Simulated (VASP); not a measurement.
Here is a VASP 6.6.1 calculation.

Contents of INCAR:

```
SYSTEM = ZnCu
PREC     = Accurate       ! precision mode
ENCUT    = 520            ! plane-wave cutoff, eV
EDIFF    = 1E-6           ! SCF threshold, eV
ISMEAR   = 0              ! smearing method
SIGMA    = 0.1            ! smearing width, eV
LREAL    = .FALSE.        ! projectors in reciprocal space
LASPH    = .TRUE.         ! aspherical terms in the spheres
NELM     = 80             ! most SCF steps
ALGO     = Fast           ! electronic algorithm
ISIF     = 2              ! what is computed and relaxed
LWAVE    = .FALSE.        ! write WAVECAR
LCHARG   = .FALSE.        ! write CHGCAR
GGA      = PE             ! functional
NBANDS   = 18             ! bands
```

The input KPOINTS:

```
regular mesh
0
G
  16 16 12
  0 0 0
```

Contents of POSCAR:

```
ZnCu
1.0
    2.7538924576      0.0000000000      0.0000000000
    0.0000000000      2.7538924576      0.0000000000
    0.0000000000      0.0000000000      3.4340804945
Zn Cu
1 1
Direct
    0.5000000000      0.5000000000      0.5000000000
    0.0000000000      0.0000000000      0.0000000000
```

Potentials or basis: VASP PAW PBE potentials, release 64 (Zn, Cu).

Run with:

```sh
$ cat potpaw_PBE.64/Zn/POTCAR potpaw_PBE.64/Cu/POTCAR > POTCAR
$ mpirun -np 1 vasp_std > vasp.out
```

Question: What does it give for the pressure?

Answer: 0.8 GPa.

Stress tensor (GPa, compression positive):
```
1.13 0.00 0.00
0.00 1.13 0.00
0.00 0.00 0.15
```
